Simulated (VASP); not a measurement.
# NaH (P6_3/mmc) in VASP: single point with HSE06

Aim: the single point of NaH with HSE06.

Program: VASP 6.6.1. These are calculated values, not measurements. Logs are shortened: lines on timing, memory, paths and dates and some standing lists are left out, and cuts for length are marked.

### Step 1. The cell of the first run

The structure is hexagonal, space group P6_3/mmc (No. 194). The conventional cell has a = 3.953 Å, b = 3.953 Å, c = 4.828 Å, α = 90.00°, β = 90.00°, γ = 120.00°. Na (site symmetry -6m2) has 5 H at 2.28 to 2.41 Å within 3.0 Å. Within 3.0 Å of H (site symmetry -6m2) lie 5 Na at 2.28 to 2.41 Å.

### Step 2. Single point, HSE06

Input file POSCAR:

```
NaH
1.0
    3.9533072863      0.0000000000      0.0000000000
   -1.9766536431      3.4236645389      0.0000000000
    0.0000000000      0.0000000000      4.8283237758
Na H
2 2
Direct
    0.3333333333      0.6666666667      0.2500000000
    0.6666666667      0.3333333333      0.7500000000
    0.6666666667      0.3333333333      0.2500000000
    0.3333333333      0.6666666667      0.7500000000
```

Input file INCAR.step1:

```
SYSTEM = NaH
  PREC = Accurate
  ENCUT = 520
  EDIFF = 1E-5
  ISMEAR = -1
  SIGMA = 0.001
  LREAL = .FALSE.
  LASPH = .TRUE.
  NELM = 80
  ALGO = Normal
  ISIF = 2
  LWAVE = .TRUE.
  LCHARG = .FALSE.
  NBANDS = 16
  GGA = PE
```

Input file INCAR.step2:

```
SYSTEM = NaH
  PREC = Accurate
  ENCUT = 520
  EDIFF = 1E-7
  ISMEAR = -1
  SIGMA = 0.001
  LREAL = .FALSE.
  LASPH = .TRUE.
  NELM = 80
  ALGO = Normal
  ISIF = 2
  LWAVE = .FALSE.
  LCHARG = .FALSE.
  GGA = PE
  LHFCALC = .TRUE.
  HFSCREEN = 0.2079
  PRECFOCK = Normal
  NBANDS = 16
  ISTART = 1
```

Input file KPOINTS:

```
regular mesh
0
G
  6 6 2
  0 0 0
```

Potentials or basis: VASP PAW PBE potentials, release 64 (Na_pv, H).

Started as:

```bash
$ cat potpaw_PBE.64/Na_pv/POTCAR potpaw_PBE.64/H/POTCAR > POTCAR
$ cp INCAR.step1 INCAR
$ mpirun -np 1 vasp_std > vasp.out
$ cp INCAR.step2 INCAR
$ mpirun -np 1 vasp_std > vasp.out
```

OUTCAR:

```text
SYSTEM = NaH
   PREC = Accurate
   ENCUT = 520
   EDIFF = 1E-7
   ISMEAR = -1
   LREAL = .FALSE.
   LASPH = .TRUE.
   NELM = 80
   ISIF = 2
   GGA = PE
   LHFCALC = .TRUE.
   HFSCREEN = 0.2079
   PRECFOCK = Normal
   ISTART = 1

 ion  position               nearest neighbor table
   1  0.333  0.667  0.250-
   2  0.667  0.333  0.750-
   3  0.667  0.333  0.250-
   4  0.333  0.667  0.750-

  LATTYP: Found a hexagonal cell.
 ALAT       =     3.9533072863
 C/A-ratio  =     1.2213378385

  Lattice vectors:

 A1 = (   3.9533072863,   0.0000000000,   0.0000000000)
 A2 = (  -1.9766536431,   3.4236645389,   0.0000000000)
 A3 = (   0.0000000000,   0.0000000000,   4.8283237758)

Analysis of symmetry for initial positions (statically):
=====================================================================
 Subroutine PRICEL returns:
 Original cell was already a primitive cell.

 Routine SETGRP: Setting up the symmetry group for a
 hexagonal supercell.

 Subroutine GETGRP returns: Found 24 space group operations
 (whereof 12 operations were pure point group operations)
 out of a pool of 24 trial point group operations.

The static configuration has the point symmetry D_3d.
 The point group associated with its full space group is D_6h.

Analysis of symmetry for dynamics (positions and initial velocities):
=====================================================================
 Subroutine PRICEL returns:
 Original cell was already a primitive cell.

 Routine SETGRP: Setting up the symmetry group for a
 hexagonal supercell.

 Subroutine GETGRP returns: Found 24 space group operations
 (whereof 12 operations were pure point group operations)
 out of a pool of 24 trial point group operations.

The dynamic configuration has the point symmetry D_3d.
 The point group associated with its full space group is D_6h.

 Subroutine INISYM returns: Found 24 space group operations
 (whereof 12 operations are pure point group operations),
 and found     1 'primitive' translations

----------------------------------------------------------------------------------------

                                     Primitive cell

  volume of cell :      65.3504

  direct lattice vectors                    reciprocal lattice vectors
     3.953307286  0.000000000  0.000000000     0.252952763  0.146042346  0.000000000
    -1.976653643  3.423664539  0.000000000     0.000000000  0.292084691  0.000000000
     0.000000000  0.000000000  4.828323776     0.000000000  0.000000000  0.207111214

  length of vectors
     3.953307286  3.953307286  4.828323776     0.292084691  0.292084691  0.207111214

  position of ions in fractional coordinates (direct lattice)
     0.333333333  0.666666667  0.250000000
     0.666666667  0.333333333  0.750000000
     0.666666667  0.333333333  0.250000000
     0.333333333  0.666666667  0.750000000

  ion indices of the primitive-cell ions
   primitive index   ion index
                 1           1
                 2           2
                 3           3
                 4           4

----------------------------------------------------------------------------------------

 KPOINTS: regular mesh

Automatic generation of k-mesh.
 Grid dimensions read from file:
 generate k-points for:    6    6    2

 Generating k-lattice:

  Cartesian coordinates                     Fractional coordinates (reciprocal lattice)
     0.042158794  0.024340391  0.000000000     0.166666667  0.000000000  0.000000000
     0.000000000  0.048680782  0.000000000     0.000000000  0.166666667  0.000000000
     0.000000000  0.000000000  0.103555607     0.000000000  0.000000000  0.500000000

  Length of vectors
     0.048680782  0.048680782  0.103555607

  Shift w.r.t. Gamma in fractional coordinates (k-lattice)
     0.000000000  0.000000000  0.000000000

 Subroutine IBZKPT returns following result:
 ===========================================

 Found     14 irreducible k-points:

 Following reciprocal coordinates:
            Coordinates               Weight
  0.000000  0.000000  0.000000      1.000000
  0.166667  0.000000  0.000000      6.000000
  0.333333  0.000000  0.000000      6.000000
  0.500000  0.000000  0.000000      3.000000
  0.166667  0.166667  0.000000      6.000000
  0.333333  0.166667  0.000000     12.000000
  0.333333  0.333333  0.000000      2.000000
  0.000000  0.000000  0.500000      1.000000
  0.166667  0.000000  0.500000      6.000000
  0.333333  0.000000  0.500000      6.000000
  0.500000  0.000000  0.500000      3.000000
  0.166667  0.166667  0.500000      6.000000
  0.333333  0.166667  0.500000     12.000000
  0.333333  0.333333  0.500000      2.000000
   k-points           NKPTS =     14   k-points in BZ     NKDIM =     72   number of bands    NBANDS=     16
   number of dos      NEDOS =    301   number of ions     NIONS =      4
   total plane-waves  NPLWV =  32400
   dimension x,y,z NGX =    30 NGY =   30 NGZ =   36
   dimension x,y,z NGXF=    60 NGYF=   60 NGZF=   72
   ions per type =               2   2
   NGX,Y,Z   is equivalent  to a cutoff of  12.62, 12.62, 12.40 a.u.
   NGXF,Y,Z  is equivalent  to a cutoff of  25.23, 25.23, 24.79 a.u.
 SYSTEM =  NaH
   PREC   = accura    normal or accurate (medium, high low for compatibility)
   ISTART =      1    job   : 0-new  1-cont  2-samecut
   ICHARG =      0    charge: 1-file 2-atom 10-const
   ISPIN  =      1    spin polarized calculation?
   LNONCOLLINEAR =      F non collinear calculations
   LSORBIT =      F    spin-orbit coupling
   LASPH  =      T    aspherical Exc in radial PAW
   ENCUT  =  520.0 eV  38.22 Ry    6.18 a.u.   7.35  7.35  8.98*2*pi/ulx,y,z
   NELM   =     80;   NELMIN=  2; NELMDL=  0     # of ELM steps
   EDIFF  = 0.1E-06   stopping-criterion for ELM
   LREAL  =      F    real-space projection
   EDIFFG = 0.1E-05   stopping-criterion for IOM
   NSW    =      0    number of steps for IOM
   IBRION =     -1    ionic relax: 0-MD 1-quasi-New 2-CG
   NFREE  =      0    steps in history (QN), initial steepest desc. (CG)
   ISIF   =      2    stress and relaxation
   ISYM   =      3    0-nonsym 1-usesym 2-fastsym
   POTIM  = 0.5000    time-step for ionic-motion
   TEBEG  =    0.0;   TEEND  =   0.0 temperature during run
   PSTRESS=    0.0 pullay stress
   NELECT =      16.0000    total number of electrons
   NUPDOWN=      -1.0000    fix difference up-down
   EMIN   =  10.00;   EMAX   =-10.00  energy-range for DOS
   EFERMI =   0.00;   METHOD = LEGACY
   ISMEAR =    -1;   SIGMA  =   0.00  broadening in eV -4-tet -1-fermi 0-gaus
   EFERMI_NEDOS =   21; number of points for ismear=-14 and -15
   IALGO  =     38    algorithm
   IMIX   =      1    mixing-type and parameters
     AMIX     =   0.40;   BMIX     =  1.00
     AMIX_MAG =   1.60;   BMIX_MAG =  1.00
  volume/ion in A,a.u.               =      16.34       110.25
  Fermi-wavevector in a.u.,A,eV,Ry     =   1.024154  1.935371 14.271045  1.048892
  Thomas-Fermi vector in A             =   2.157926
   LORBIT       =      0    0 simple, 1 ext, 2 COOP (PROOUT), +10 PAW based schemes
   GGA     = PE    functional components
   LHFCALC =     T    Hartree Fock is set to
   PRECFOCK=normal    Normal, Fast or Accurate (Low or Medium for compatibility)
   ENCUT4O =  -1.0   cutoff for four orbital integrals eV
   NKREDX  =     1    reduce k-point grid by
   NKREDY  =     1    reduce k-point grid by
   NKREDZ  =     1    reduce k-point grid by
   AEXX    =    0.2500 exact exchange contribution
   HFSCREEN=    0.2079 screening length (either q_TF or 0.3 A-1)
   HFSCREENC=   0.2079 screening length for correlation (either q_TF or 0.3 A-1)
   ENCUTFOCK=  -1.0 apply spherical cutoff to Coloumb kernel
   IVDW    =     0    specifies the selected vdW correction
   LEPSILON=     F    determine dielectric tensor
   LRPA    =     F    only Hartree local field effects (RPA)
 non-spin polarized calculation
  energy-cutoff  :      520.00
  volume of cell :       65.35
 maximum number of plane-waves:      1794
 NGX is ok and might be reduce to    30
  NGX = 24; NGY = 24; NGZ = 28

 number of electron      16.0000017 magnetization

 Free energy of the ion-electron system (eV)
  ---------------------------------------------------
  ext. energy  EPLUGINS =         0.00000000
  ---------------------------------------------------
  free energy    TOTEN  =       -11.41660889 eV

  energy without entropy =      -11.41660889  energy(sigma->0) =      -11.41660889

 E-fermi :  -2.0181     XC(G=0):  -5.9799

 val. band max:       -2.1461391439   @ k =   0.1667   0.0000   0.0000
 cond. band min:       2.1196511706   @ k =   0.3333   0.3333   0.0000
 fundamental gap:      4.2657903145
 Fermi energy:        -2.0180603279

 k-point     1 :       0.0000    0.0000    0.0000
  band No.  band energies     occupation
      1     -26.7386      2.00000
      2     -26.7032      2.00000
      3     -26.7032      2.00000
      4     -26.6773      2.00000
      5     -26.6773      2.00000
      6     -26.6587      2.00000
[... 8 lines left out ...]
     15       9.8406      0.00000
     16      14.7214      0.00000

 k-point     2 :       0.1667    0.0000    0.0000
  band No.  band energies     occupation
      1     -26.7334      2.00000
      2     -26.7070      2.00000
      3     -26.7057      2.00000
      4     -26.6827      2.00000
      5     -26.6766      2.00000
      6     -26.6630      2.00000
[... 8 lines left out ...]
     15      11.9388      0.00000
     16      12.5975      0.00000

 k-point     3 :       0.3333    0.0000    0.0000
  band No.  band energies     occupation
      1     -26.7202      2.00000
      2     -26.7148      2.00000
      3     -26.7103      2.00000
      4     -26.6930      2.00000
      5     -26.6757      2.00000
      6     -26.6743      2.00000
[... 8 lines left out ...]
     15      11.3603      0.00000
     16      12.5704      0.00000

 k-point     4 :       0.5000    0.0000    0.0000
  band No.  band energies     occupation
      1     -26.7188      2.00000
      2     -26.7125      2.00000
      3     -26.7100      2.00000
      4     -26.6980      2.00000
      5     -26.6836      2.00000
      6     -26.6753      2.00000
[... 8 lines left out ...]
     15      11.0839      0.00000
     16      12.2241      0.00000

 k-point     5 :       0.1667    0.1667    0.0000
  band No.  band energies     occupation
      1     -26.7240      2.00000
      2     -26.7120      2.00000
      3     -26.7100      2.00000
      4     -26.6897      2.00000
      5     -26.6766      2.00000
      6     -26.6709      2.00000
[... 8 lines left out ...]
     15      11.0425      0.00000
     16      12.4161      0.00000

 k-point     6 :       0.3333    0.1667    0.0000
  band No.  band energies     occupation
      1     -26.7193      2.00000
      2     -26.7106      2.00000
      3     -26.7100      2.00000
      4     -26.6978      2.00000
      5     -26.6836      2.00000
      6     -26.6769      2.00000
[... 8 lines left out ...]
     15      10.1068      0.00000
     16      11.6493      0.00000
[... 77 lines left out ...]
 k-point    11 :       0.5000    0.0000    0.5000
  band No.  band energies     occupation
      1     -26.7384      2.00000
      2     -26.7384      2.00000
      3     -26.6938      2.00000
      4     -26.6938      2.00000
      5     -26.6697      2.00000
      6     -26.6697      2.00000
[... 8 lines left out ...]
     15      13.7975      0.00000
     16      13.7975      0.00000

 k-point    12 :       0.1667    0.1667    0.5000
  band No.  band energies     occupation
      1     -26.7276      2.00000
      2     -26.7276      2.00000
      3     -26.6937      2.00000
      4     -26.6937      2.00000
      5     -26.6733      2.00000
      6     -26.6733      2.00000
[... 8 lines left out ...]
     15      12.0973      0.00000
     16      12.0973      0.00000

 k-point    13 :       0.3333    0.1667    0.5000
  band No.  band energies     occupation
      1     -26.7368      2.00000
      2     -26.7368      2.00000
      3     -26.6968      2.00000
      4     -26.6968      2.00000
      5     -26.6683      2.00000
      6     -26.6683      2.00000
[... 8 lines left out ...]
     15      13.3331      0.00000
     16      13.3331      0.00000

 k-point    14 :       0.3333    0.3333    0.5000
  band No.  band energies     occupation
      1     -26.7381      2.00000
      2     -26.7381      2.00000
      3     -26.7001      2.00000
      4     -26.7001      2.00000
      5     -26.6660      2.00000
      6     -26.6660      2.00000
[... 8 lines left out ...]
     15      13.8712      0.00000
     16      13.8712      0.00000

------------------------ aborting loop because EDIFF is reached ----------------------------------------

  FORCE on cell =-STRESS in cart. coord.  units (eV):
  Direction    XX          YY          ZZ          XY          YZ          ZX
  --------------------------------------------------------------------------------------
  -------------------------------------------------------------------------------------
  Total        0.0661041      0.0661041     -0.0071905      0.0000000      0.0000000      0.0000000
  in kB        1.6206549      1.6206549     -0.1762866      0.0000000      0.0000000      0.0000000
  external PRESSURE =       1.0216744 kB  Pullay stress =       0.0000000 kB

 VOLUME and BASIS-vectors are now :
 -----------------------------------------------------------------------------
  energy-cutoff  :      520.00
  volume of cell :       65.35
      direct lattice vectors                 reciprocal lattice vectors
     3.953307286  0.000000000  0.000000000     0.252952763  0.146042346  0.000000000
    -1.976653643  3.423664539  0.000000000     0.000000000  0.292084691  0.000000000
     0.000000000  0.000000000  4.828323776     0.000000000  0.000000000  0.207111214

 POSITION                                       TOTAL-FORCE (eV/Angst)
 -----------------------------------------------------------------------------------
     -0.00000      2.28244      1.20708         0.000000     -0.000000      0.000000
      1.97665      1.14122      3.62124        -0.000000      0.000000     -0.000000
      1.97665      1.14122      1.20708         0.000000      0.000000     -0.000000
     -0.00000      2.28244      3.62124         0.000000      0.000000     -0.000000
 -----------------------------------------------------------------------------------
    total drift:                               -0.000000      0.000000     -0.000000

  FREE ENERGIE OF THE ION-ELECTRON SYSTEM (eV)
  ---------------------------------------------------
  free  energy   TOTEN  =       -11.4166088866 eV

  energy  without entropy=      -11.4166088866  energy(sigma->0) =      -11.41660889
```

Run time: 13 min. Hardware: 1 thread of Intel Xeon Platinum 8259CL at 2.50GHz (Skylake/Cascade Lake), shared host; peak memory 0.29 GiB.

What came out:

```yaml
Free_energy: -11.4166 eV
Pressure: 0.1 GPa
Band_gap_on_the_k_mesh: 4.27 eV (least direct gap 5.25 eV)
```

Caveat: the k points lie up to 0.65 Å⁻¹ apart; the PAW data sets were made with another functional, which shifts forces and pressure a little. A k mesh can miss the band edges.
